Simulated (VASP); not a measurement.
The system is CsPbCl3.

```xyz
5
Lattice="5.7357 0.0000 0.0000 0.0000 5.7357 0.0000 0.0000 0.0000 5.7357" Properties=species:S:1:pos:R:3 pbc="T T T"
Cs    0.0000    0.0000    0.0000
Pb    2.8678    2.8678    2.8678
Cl    0.0000    2.8678    2.8678
Cl    2.8678    2.8678    0.0000
Cl    2.8678    0.0000    2.8678
```

Base run:

| Quantity | Value |
| --- | --- |
| Program | VASP 6.6.1 |
| Functional | PBE |
| Potentials or basis | VASP PAW PBE potentials, release 64 (Cs_sv, Pb_d, Cl) |
| Cutoff | 520 eV |
| k mesh | 6 × 6 × 6 |
| Occupations | gaussian, width 0.05 eV |
| Spin | no spin polarisation |

Its results: band gap on the k mesh 2.22 eV; pressure 0.0 GPa.

Q: The run is repeated on the same cell with these changes: functional from PBE to PBEsol. What comes out?

A: Band gap on the k mesh 2.09 eV; pressure -1.4 GPa.

PBEsol binds more tightly than PBE, so the same cell stands under less pressure.

Caveats: spin-orbit coupling is left out, which moves the levels of the heavy elements; the PAW data sets were made with another functional, which shifts forces and pressure a little (at least some runs).

A k mesh can miss the band edges.
